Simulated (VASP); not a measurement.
# Cu (Immm) in VASP: a series of runs, part 2 of 2

VASP 6.6.1.

## Step 4: Single point, PBE (strain +0.0250 x Voigt [0, 0, 0, 0, 1, 0])

Input file INCAR:

```
SYSTEM = Cu
PREC = Accurate ; ENCUT = 520
EDIFF = 1E-6 ; ISMEAR = 0
SIGMA = 0.15 ; LREAL = .FALSE.
LASPH = .TRUE. ; NELM = 80
ALGO = Fast ; ISIF = 2
LWAVE = .FALSE. ; LCHARG = .FALSE.
GGA = PE ; NBANDS = 12
```

Input file KPOINTS:

```
regular mesh
0
G
  22 22 22
  0 0 0
```

Input file POSCAR:

```
Cu
1.0
    0.0225937500      1.8075000000      1.8075000000
    1.8300937500      0.0000000000      1.8300937500
    1.8075000000      1.8075000000      0.0225937500
Cu
1
Direct
    0.0000000000      0.0000000000      0.0000000000
```

Potentials or basis: VASP PAW PBE potentials, release 64 (Cu).

On the command line:

```bash
$ cat potpaw_PBE.64/Cu/POTCAR > POTCAR
$ mpirun -np 1 vasp_std > vasp.out
```

OUTCAR:

```text
SYSTEM = Cu
   PREC = Accurate
   ENCUT = 520
   EDIFF = 1E-6
   ISMEAR = 0
   LREAL = .FALSE.
   LASPH = .TRUE.
   NELM = 80
   ISIF = 2
   GGA = PE

 ion  position               nearest neighbor table
   1  0.000  0.000  0.000-

  LATTYP: Found a body centered orthorhombic cell.
 ALAT       =     2.5242386263
 B/A-ratio  =     1.0253164557
 C/A-ratio  =     1.4321149999

  Lattice vectors:

 A1 = (   0.0225937500,  -1.8075000000,   1.8075000000)
 A2 = (  -0.0225937500,  -1.8075000000,  -1.8075000000)
 A3 = (   1.8075000000,   1.8075000000,   0.0225937500)

Analysis of symmetry for initial positions (statically):
=====================================================================
 Subroutine PRICEL returns:
 Original cell was already a primitive cell.

 Routine SETGRP: Setting up the symmetry group for a
 body centered orthorhombic supercell.

 Subroutine GETGRP returns: Found  8 space group operations
 (whereof  8 operations were pure point group operations)
 out of a pool of  8 trial point group operations.

The static configuration has the point symmetry D_2h.

Analysis of symmetry for dynamics (positions and initial velocities):
=====================================================================
 Subroutine PRICEL returns:
 Original cell was already a primitive cell.

 Routine SETGRP: Setting up the symmetry group for a
 body centered orthorhombic supercell.

 Subroutine GETGRP returns: Found  8 space group operations
 (whereof  8 operations were pure point group operations)
 out of a pool of  8 trial point group operations.

The dynamic configuration has the point symmetry D_2h.

 Subroutine INISYM returns: Found  8 space group operations
 (whereof  8 operations are pure point group operations),
 and found     1 'primitive' translations

----------------------------------------------------------------------------------------

                                     Primitive cell

  volume of cell :      11.8086

  direct lattice vectors                    reciprocal lattice vectors
     0.022593750  1.807500000  1.807500000    -0.280126757  0.276625173  0.280126757
     1.830093750  0.000000000  1.830093750     0.273210047 -0.276625173  0.273210047
     1.807500000  1.807500000  0.022593750     0.280126757  0.276625173 -0.280126757

  length of vectors
     2.556290863  2.588143402  2.556290863     0.483180594  0.475193588  0.483180594

  position of ions in fractional coordinates (direct lattice)
     0.000000000  0.000000000  0.000000000

  ion indices of the primitive-cell ions
   primitive index   ion index
                 1           1

----------------------------------------------------------------------------------------

 KPOINTS: regular mesh

Automatic generation of k-mesh.
 Grid dimensions read from file:
 generate k-points for:   22   22   22

 Generating k-lattice:

  Cartesian coordinates                     Fractional coordinates (reciprocal lattice)
    -0.012733034  0.012573871  0.012733034     0.045454545  0.000000000 -0.000000000
     0.012418639 -0.012573871  0.012418639    -0.000000000  0.045454545 -0.000000000
     0.012733034  0.012573871 -0.012733034     0.000000000  0.000000000  0.045454545

  Length of vectors
     0.021962754  0.021599709  0.021962754

  Shift w.r.t. Gamma in fractional coordinates (k-lattice)
     0.000000000  0.000000000  0.000000000

 Subroutine IBZKPT returns following result:
 ===========================================

 Found   1530 irreducible k-points:

 Following reciprocal coordinates:
            Coordinates               Weight
  0.000000  0.000000  0.000000      1.000000
  0.045455  0.000000  0.000000      4.000000
  0.090909  0.000000  0.000000      4.000000
  0.136364  0.000000  0.000000      4.000000
  0.181818  0.000000  0.000000      4.000000
  0.227273  0.000000  0.000000      4.000000
[... 16 lines left out ...]
  0.454545  0.045455  0.000000      8.000000
  0.500000  0.045455  0.000000      8.000000
 [... further k-points ...]
   k-points           NKPTS =   1530   k-points in BZ     NKDIM =   1530   number of bands    NBANDS=     12
   number of dos      NEDOS =    301   number of ions     NIONS =      1
   total plane-waves  NPLWV =   8000
   dimension x,y,z NGX =    20 NGY =   20 NGZ =   20
   dimension x,y,z NGXF=    40 NGYF=   40 NGZF=   40
   ions per type =               1
   NGX,Y,Z   is equivalent  to a cutoff of  13.01, 12.85, 13.01 a.u.
   NGXF,Y,Z  is equivalent  to a cutoff of  26.01, 25.69, 26.01 a.u.
 SYSTEM =  Cu
   PREC   = accura    normal or accurate (medium, high low for compatibility)
   ISTART =      0    job   : 0-new  1-cont  2-samecut
   ICHARG =      2    charge: 1-file 2-atom 10-const
   ISPIN  =      1    spin polarized calculation?
   LNONCOLLINEAR =      F non collinear calculations
   LSORBIT =      F    spin-orbit coupling
   LASPH  =      T    aspherical Exc in radial PAW
   ENCUT  =  520.0 eV  38.22 Ry    6.18 a.u.   4.75  4.81  4.75*2*pi/ulx,y,z
   NELM   =     80;   NELMIN=  2; NELMDL= -5     # of ELM steps
   EDIFF  = 0.1E-05   stopping-criterion for ELM
   LREAL  =      F    real-space projection
   EDIFFG = 0.1E-04   stopping-criterion for IOM
   NSW    =      0    number of steps for IOM
   IBRION =     -1    ionic relax: 0-MD 1-quasi-New 2-CG
   NFREE  =      0    steps in history (QN), initial steepest desc. (CG)
   ISIF   =      2    stress and relaxation
   ISYM   =      2    0-nonsym 1-usesym 2-fastsym
   POTIM  = 0.5000    time-step for ionic-motion
   TEBEG  =    0.0;   TEEND  =   0.0 temperature during run
   PSTRESS=    0.0 pullay stress
   NELECT =      11.0000    total number of electrons
   NUPDOWN=      -1.0000    fix difference up-down
   EMIN   =  10.00;   EMAX   =-10.00  energy-range for DOS
   EFERMI =   0.00;   METHOD = LEGACY
   ISMEAR =     0;   SIGMA  =   0.15  broadening in eV -4-tet -1-fermi 0-gaus
   EFERMI_NEDOS =   21; number of points for ismear=-14 and -15
   IALGO  =     68    algorithm
   IMIX   =      4    mixing-type and parameters
     AMIX     =   0.40;   BMIX     =  1.00
     AMIX_MAG =   1.60;   BMIX_MAG =  1.00
  volume/ion in A,a.u.               =      11.81        79.69
  Fermi-wavevector in a.u.,A,eV,Ry     =   1.598846  3.021381 34.780701  2.556309
  Thomas-Fermi vector in A             =   2.696232
   LORBIT       =      0    0 simple, 1 ext, 2 COOP (PROOUT), +10 PAW based schemes
   GGA     = PE    functional components
   LHFCALC =     F    Hartree Fock is set to
   AEXX    =    0.0000 exact exchange contribution
   IVDW    =     0    specifies the selected vdW correction
   LEPSILON=     F    determine dielectric tensor
   LRPA    =     F    only Hartree local field effects (RPA)
 non-spin polarized calculation
 RMM-DIIS sequential band-by-band and
 Gauss-broadening in eV      SIGMA  =   0.15
  energy-cutoff  :      520.00
  volume of cell :       11.81
 maximum number of plane-waves:       331
   NGX =  9   NGY =  9   NGZ =  9

 number of electron      10.9999999 magnetization

 Free energy of the ion-electron system (eV)
  ---------------------------------------------------
  ext. energy  EPLUGINS =         0.00000000
  ---------------------------------------------------
  free energy    TOTEN  =        -3.72692804 eV

  energy without entropy =       -3.72406076  energy(sigma->0) =       -3.72549440

 E-fermi :   7.5900     XC(G=0): -12.7264

 val. band max:        7.5882398811   @ k =   0.4545   0.2727   0.0000
 cond. band min:       7.5936826410   @ k =  -0.4091  -0.3636   0.0455
 fundamental gap:      0.0054427599
 Fermi energy:         7.5900301102

 k-point     1 :       0.0000    0.0000    0.0000
  band No.  band energies     occupation
      1      -1.7648      2.00000
      2       4.4949      2.00000
      3       4.5513      2.00000
      4       4.6266      2.00000
      5       5.3843      2.00000
      6       5.3861      2.00000
      7      30.0979      0.00000
      8      32.2198      0.00000
      9      32.9221      0.00000
     10      33.4512      0.00000
     11      34.8129      0.00000
     12      35.2766      0.00000
[... 331 lines left out ...]
 k-point    24 :       0.5000    0.0455    0.0000
  band No.  band energies     occupation
      1       2.5711      2.00000
      2       4.4441      2.00000
      3       4.5920      2.00000
      4       5.6737      2.00000
      5       5.9751      2.00000
      6       6.9862      2.00000
      7      11.6044      0.00000
      8      27.7578      0.00000
      9      28.6931      0.00000
     10      29.1596      0.00000
     11      33.1025      0.00000
     12      33.4093      0.00000

 [... further k-points ...]
[... 5 lines left out ...]
  --------------------------------------------------------------------------------------
  -------------------------------------------------------------------------------------
  Total        0.1740630      0.1651749      0.1740630     -0.0000000      0.0000000     -0.1678494
  in kB       23.6167413     22.4108164     23.6167413     -0.0000000      0.0000000    -22.7736792
  external PRESSURE =      23.2147663 kB  Pullay stress =       0.0000000 kB

 VOLUME and BASIS-vectors are now :
 -----------------------------------------------------------------------------
  energy-cutoff  :      520.00
  volume of cell :       11.81
      direct lattice vectors                 reciprocal lattice vectors
     0.022593750  1.807500000  1.807500000    -0.280126757  0.276625173  0.280126757
     1.830093750  0.000000000  1.830093750     0.273210047 -0.276625173  0.273210047
     1.807500000  1.807500000  0.022593750     0.280126757  0.276625173 -0.280126757

 POSITION                                       TOTAL-FORCE (eV/Angst)
 -----------------------------------------------------------------------------------
      0.00000      0.00000      0.00000         0.000000      0.000000      0.000000
 -----------------------------------------------------------------------------------
    total drift:                               -0.000000     -0.000000     -0.000000

  FREE ENERGIE OF THE ION-ELECTRON SYSTEM (eV)
  ---------------------------------------------------
  free  energy   TOTEN  =        -3.7269280361 eV

  energy  without entropy=       -3.7240607571  energy(sigma->0) =       -3.72549440
```

OSZICAR:

```text
N       E                     dE             d eps       ncg     rms          rms(c)
DAV:   1     0.427459075043E+02    0.42746E+02   -0.54122E+03 40916   0.154E+03
DAV:   2    -0.329291544669E+01   -0.46039E+02   -0.42494E+02 37844   0.204E+02
DAV:   3    -0.462189635085E+01   -0.13290E+01   -0.13187E+01 42972   0.399E+01
DAV:   4    -0.463007247887E+01   -0.81761E-02   -0.81750E-02 41456   0.276E+00
DAV:   5    -0.463014765703E+01   -0.75178E-04   -0.75176E-04 43772   0.271E-01    0.768E+00
RMM:   6    -0.407757763903E+01    0.55257E+00   -0.31610E+00 45904   0.330E+01    0.437E+00
RMM:   7    -0.374054812325E+01    0.33703E+00   -0.46809E-01 45627   0.123E+01    0.989E-01
RMM:   8    -0.372811177835E+01    0.12436E-01   -0.11800E-02 46952   0.115E+00    0.267E-01
RMM:   9    -0.372686979586E+01    0.12420E-02   -0.26436E-03 47982   0.946E-01    0.252E-02
RMM:  10    -0.372691849754E+01   -0.48702E-04   -0.45024E-04 48759   0.280E-01    0.127E-02
RMM:  11    -0.372692632307E+01   -0.78255E-05   -0.67352E-05 50681   0.889E-02    0.715E-03
RMM:  12    -0.372692780036E+01   -0.14773E-05   -0.95377E-06 45748   0.324E-02    0.124E-03
RMM:  13    -0.372692803615E+01   -0.23579E-06   -0.11525E-06 32306   0.114E-02
   1 F= -.37269280E+01 E0= -.37254944E+01  d E =-.286728E-02
```

stdout:

```text
POSCAR found type information on POSCAR Cu
 POSCAR found :  1 types and       1 ions
 scaLAPACK will be used
 LDA part: xc-table for (Slater+PW92), standard interpolation
 POSCAR, INCAR and KPOINTS ok, starting setup
 FFT: planning ... GRIDC
 FFT: planning ... GRID_SOFT
 FFT: planning ... GRID
 WAVECAR not read
 entering main loop
WARNING in EDDRMM: call to ZHEGV failed, returncode =   6  3     11
WARNING in EDDRMM: call to ZHEGV failed, returncode =   8  4     12
WARNING in EDDRMM: call to ZHEGV failed, returncode =   6  3      7
WARNING in EDDRMM: call to ZHEGV failed, returncode =   6  3     10
WARNING in EDDRMM: call to ZHEGV failed, returncode =   6  3      9
WARNING in EDDRMM: call to ZHEGV failed, returncode =   6  3     10
```

It took 2.2 min on 1 thread of AMD EPYC 9R45 (Zen 5), shared host; peak memory 0.28 GiB.

Results:

| Quantity | Value |
| --- | --- |
| Free energy | -3.7269 eV |
| Pressure | 2.3 GPa |

Levels at points of the mesh, in eV from the Fermi level:
```
           k point  band 3  band 4  band 5  band 6  band 7  band 8  band 9  band 10
(0.00, 0.00, 0.00)   -3.04   -2.96   -2.21   -2.20   22.51   24.63   25.33    25.86
(0.50, 0.00, 0.00)   -3.01   -1.65   -1.60   -0.89    3.93   20.85   21.63    22.05
(0.00, 0.50, 0.00)   -2.99   -1.68   -1.62   -1.12    3.58   21.19   22.24    22.53
(0.50, 0.50, 0.00)   -1.66   -1.50   -1.49    1.50    7.12   13.08   13.08    17.58
(0.50, 0.00, 0.50)   -1.66   -1.50   -1.49    1.49    7.11   12.50   13.68    17.48
```

Caveat: the cell differs from its parent crystal (strain +0.0250 x Voigt [0, 0, 0, 0, 1, 0]).

## Step 5: Single point, PBE (strain +0.0875 x Voigt [0, 0, 0, 0, 1, 0])

Input file INCAR:

```
ALGO     = Fast           # electronic algorithm
EDIFF    = 1E-7           # SCF threshold, eV
ENCUT    = 520            # plane-wave cutoff, eV
GGA      = PE             # functional
ISIF     = 2              # what is computed and relaxed
ISMEAR   = 0              # smearing method
LASPH    = True           # aspherical terms in the spheres
LCHARG   = True           # write CHGCAR
LELF     = True           # ELF
LREAL    = False          # projectors in reciprocal space
LVHAR    = True         
LWAVE    = False          # write WAVECAR
NBANDS   = 12             # bands
NELM     = 60             # most SCF steps
PREC     = Accurate       # precision mode
SIGMA    = 0.15           # smearing width, eV
```

Input file KPOINTS:

```
k-points
0
Gamma
  22 22 22
```

Input file POSCAR:

```
Cu
1.0
    0.0790781250      1.8075000000      1.8075000000
    1.8865781250      0.0000000000      1.8865781250
    1.8075000000      1.8075000000      0.0790781250
Cu
1
Direct
    0.0000000000      0.0000000000      0.0000000000
```

On the command line:

```bash
$ cat potpaw_PBE.64/Cu/POTCAR > POTCAR
$ mpirun -np 1 vasp_std > vasp.out
```

Wall time 2.3 min (1 thread of AMD EPYC 9R45 (Zen 5), shared host); peak memory 0.27 GiB.

The run converged. Its results:

| Item | Value |
| --- | --- |
| Free energy | -3.7041 eV |
| Pressure | 3.6 GPa |

Stress tensor (GPa, compression positive):
```
 4.30  0.00 -7.33
 0.00  2.26  0.00
-7.33  0.00  4.30
```

Levels at points of the mesh, in eV from the Fermi level:
```csv
k point,band 4,band 5,band 6,band 7,band 8,band 9
"(0.00, 0.00, 0.00)",-2.82,-2.20,-2.18,21.79,23.18,26.02
"(0.50, 0.00, 0.00)",-1.71,-1.55,-0.60,4.39,20.07,20.63
"(0.00, 0.50, 0.00)",-1.79,-1.61,-1.40,3.17,21.05,23.16
"(0.50, 0.50, 0.00)",-1.53,-1.46,1.52,7.17,13.12,13.12
"(0.50, 0.00, 0.50)",-1.52,-1.50,1.47,7.10,11.10,15.27
```

Caveat: the cell differs from its parent crystal (strain +0.0875 x Voigt [0, 0, 0, 0, 1, 0]).

## Step 6: Single point, PBE (strain +0.0625 x Voigt [0, 0, 0, 0, 1, 0])

Input file INCAR:

```
SYSTEM = Cu
PREC = Accurate
ENCUT = 520
EDIFF = 1E-6
ISMEAR = 0
SIGMA = 0.15
LREAL = .FALSE.
LASPH = .TRUE.
NELM = 100
ALGO = Fast
ISIF = 2
LWAVE = .FALSE.
LCHARG = .FALSE.
GGA = PE
NBANDS = 12
```

Input file KPOINTS:

```
regular mesh
0
G
  22 22 22
  0 0 0
```

Input file POSCAR:

```
Cu
1.0
    0.0564843750      1.8075000000      1.8075000000
    1.8639843750      0.0000000000      1.8639843750
    1.8075000000      1.8075000000      0.0564843750
Cu
1
Direct
    0.0000000000      0.0000000000      0.0000000000
```

Potentials or basis: VASP PAW PBE potentials, release 64 (Cu).

On the command line:

```bash
$ cat potpaw_PBE.64/Cu/POTCAR > POTCAR
$ mpirun -np 1 vasp_std > vasp.out
```

It took 2.1 min on 1 thread of AMD EPYC 9R45 (Zen 5), shared host; peak memory 0.27 GiB.

The run converged. Its results:

* Free energy: -3.7160 eV
* Pressure: 2.9 GPa

Stress tensor (GPa, compression positive):
```
 3.19  0.00 -5.39
 0.00  2.27  0.00
-5.39  0.00  3.19
```

Levels at points of the mesh, in eV from the Fermi level:
```csv
k point,band 2,band 3,band 4,band 5,band 6,band 7,band 8,band 9,band 10,band 11
"(0.00, 0.00, 0.00)",-3.21,-3.10,-2.88,-2.21,-2.20,22.13,23.74,25.75,26.49,26.82
"(0.50, 0.00, 0.00)",-3.25,-2.96,-1.69,-1.57,-0.72,4.19,20.39,21.01,22.15,24.18
"(0.00, 0.50, 0.00)",-3.22,-2.91,-1.75,-1.62,-1.29,3.33,21.14,22.74,23.26,25.14
"(0.50, 0.50, 0.00)",-4.44,-1.71,-1.52,-1.48,1.50,7.14,13.09,13.10,17.59,20.28
"(0.50, 0.00, 0.50)",-4.46,-1.67,-1.52,-1.50,1.48,7.10,11.64,14.61,17.05,20.87
```

Caveat: the cell differs from its parent crystal (strain +0.0625 x Voigt [0, 0, 0, 0, 1, 0]).

## Step 7: Summary

| cell | further INCAR settings | gap on the mesh (eV) | pressure (GPa) |
| --- | --- | --- | --- |
| a = 2.557, b = 2.652 Å, angles 58.8, 57.5, 58.8°, 1 atom | ALGO = Fast; EDIFF = 1e-06; NBANDS = 12 | none | 3.2 |
| a = 2.557, b = 2.492 Å, angles 60.8, 61.7, 60.8°, 1 atom | ALGO = Fast; EDIFF = 1e-07; NBANDS = 12 | none | 2.8 |
| a = 2.556, b = 2.588 Å, angles 59.6, 59.2, 59.6°, 1 atom | ALGO = Fast; EDIFF = 1e-06; NBANDS = 12 | none | 2.3 |
| a = 2.557, b = 2.668 Å, angles 58.6, 57.1, 58.6°, 1 atom | ALGO = Fast; EDIFF = 1e-07; NBANDS = 12 | none | 3.6 |
| a = 2.557, b = 2.636 Å, angles 59.0, 57.9, 59.0°, 1 atom | ALGO = Fast; EDIFF = 1e-06; NBANDS = 12 | none | 2.9 |

Alike in all rows: task single point; level PBE; potentials or basis VASP PAW PBE potentials, release 64 (Cu); no spin polarisation; k mesh 22 × 22 × 22; cutoff (eV) 520; smearing gaussian 0.15 eV.

Absolute energies hang on the potentials; compare differences alone.
